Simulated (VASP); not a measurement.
# AlNi3: single point with PBEsol

AlNi3:

```xyz
4
Lattice="-0.1320 2.6884 2.6884 2.6884 -0.1320 2.6884 2.6884 2.6884 -0.1320" Properties=species:S:1:pos:R:3 pbc="T T T"
Al    2.6224    2.6224    2.6224
Ni    1.3112    1.3112    1.3112
Ni    0.0000    0.0000    0.0000
Ni    3.9336    3.9336    3.9336
```

```yaml
Program: VASP 6.6.1
Task: single point
Functional: PBEsol
Potentials_or_basis: VASP PAW PBE potentials, release 64 (Al, Ni)
Cutoff: 520 eV
k_mesh: 14 × 14 × 14
Occupations: gaussian, width 0.15 eV
Spin: no spin polarisation
```

| Property | Result |
| --- | --- |
| Pressure | 12.6 GPa |
| Largest force | 0.127 eV/Å |
| Band gap on the k mesh | zero (an odd number of electrons rules out a gap without spin polarisation) |

Forces on the atoms (eV/Å):
```
Al   0.000  0.000  0.000
Ni   0.073  0.073  0.073
Ni   0.000  0.000  0.000
Ni  -0.073 -0.073 -0.073
```

Stress tensor (GPa, compression positive):
```
12.59  9.89  9.89
 9.89 12.59  9.89
 9.89  9.89 12.59
```

Levels at points of the mesh, in eV from the Fermi level:
| k point | band 12 | band 13 | band 14 | band 15 | band 16 | band 17 | band 18 | band 19 | band 20 | band 21 |
| --- | --- | --- | --- | --- | --- | --- | --- | --- | --- | --- |
| (0.00, 0.00, 0.00) | -0.91 | -0.62 | -0.62 | -0.52 | -0.52 | 5.28 | 5.28 | 5.94 | 6.02 | 6.02 |
| (0.50, 0.00, 0.00) | -1.82 | -0.75 | -0.59 | -0.57 | -0.48 | -0.16 | 4.51 | 4.59 | 5.10 | 5.18 |
| (0.50, 0.50, 0.00) | -1.16 | -0.91 | -0.81 | -0.64 | -0.46 | -0.41 | -0.28 | -0.03 | 4.25 | 5.32 |
| (0.50, 0.50, 0.50) | -1.90 | -0.83 | -0.83 | -0.46 | -0.46 | -0.14 | 4.03 | 4.03 | 4.67 | 4.67 |

It took 3.9 min on 1 thread of AMD EPYC 9R45 96-Core Processor (Zen 5), on a shared host, peak memory 0.32 GiB.

Caveat: the cell stands under pressure; the PAW data sets were made with another functional, which shifts forces and pressure a little. Spin polarisation is off, so any magnetic state and its effect on volume and gap are missing.
